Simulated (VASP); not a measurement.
# HgSe: single point with PBE

The system is HgSe, a slab with vacuum.

```
CELL_PARAMETERS angstrom
4.42666 0.00000 0.00000
0.00000 6.26024 0.00000
0.00000 0.00000 23.85332
ATOMIC_POSITIONS crystal
Hg 0.50000 0.45045 0.33721
Hg 0.00000 0.02208 0.40099
Hg 0.50000 0.50370 0.49999
Hg 0.00000 0.02201 0.59903
Hg 0.50000 0.45056 0.66278
Se 0.00000 0.25366 0.30702
Se 0.50000 0.76975 0.40939
Se 0.00000 0.25426 0.50000
Se 0.50000 0.76976 0.59059
Se 0.00000 0.25376 0.69299
```

```yaml
Program: VASP 6.6.1
Task: single point
Functional: PBE
Potentials_or_basis: VASP PAW PBE potentials, release 64 (Hg, Se)
Cutoff: 520 eV
k_mesh: 8 × 6 × 1
Occupations: gaussian, width 0.1 eV
Spin: no spin polarisation
```

| Quantity | Value |
| --- | --- |
| Largest force | 0.049 eV/Å |
| Band gap on the k mesh | 0.32 eV |

Forces on the atoms (eV/Å):
```
Hg   0.000  0.016 -0.013
Hg   0.000 -0.001  0.009
Hg   0.000 -0.014 -0.001
Hg   0.000  0.001 -0.009
Hg   0.000  0.015  0.014
Se   0.000 -0.027 -0.041
Se   0.000  0.021  0.008
Se   0.000 -0.005  0.002
Se   0.000  0.022 -0.008
Se   0.000 -0.028  0.039
```

Levels at points of the mesh, in eV from the valence-band top:
| k point | band 41 | band 42 | band 43 | band 44 | band 45 | band 46 | band 47 | band 48 | band 49 | band 50 |
| --- | --- | --- | --- | --- | --- | --- | --- | --- | --- | --- |
| (0.00, 0.00, 0.00) | -0.76 | -0.39 | -0.37 | -0.20 | 0.00 | 0.32 | 1.28 | 1.87 | 2.48 | 2.72 |
| (0.50, 0.00, 0.00) | -1.58 | -1.53 | -1.36 | -1.16 | -0.95 | 2.33 | 2.50 | 2.50 | 2.65 | 2.77 |
| (0.00, 0.50, 0.00) | -0.78 | -0.76 | -0.75 | -0.75 | -0.70 | 1.28 | 1.30 | 1.63 | 1.83 | 2.01 |
| (0.50, 0.50, 0.00) | -1.39 | -1.31 | -1.19 | -0.84 | -0.74 | 1.55 | 1.90 | 2.51 | 2.99 | 3.06 |

Run time: 34 min on 1 thread of Oxide Virtual Turin-like Processor (shared host), peak memory 0.97 GiB.

Caveat: spin-orbit coupling is left out, which moves the levels of the heavy elements.
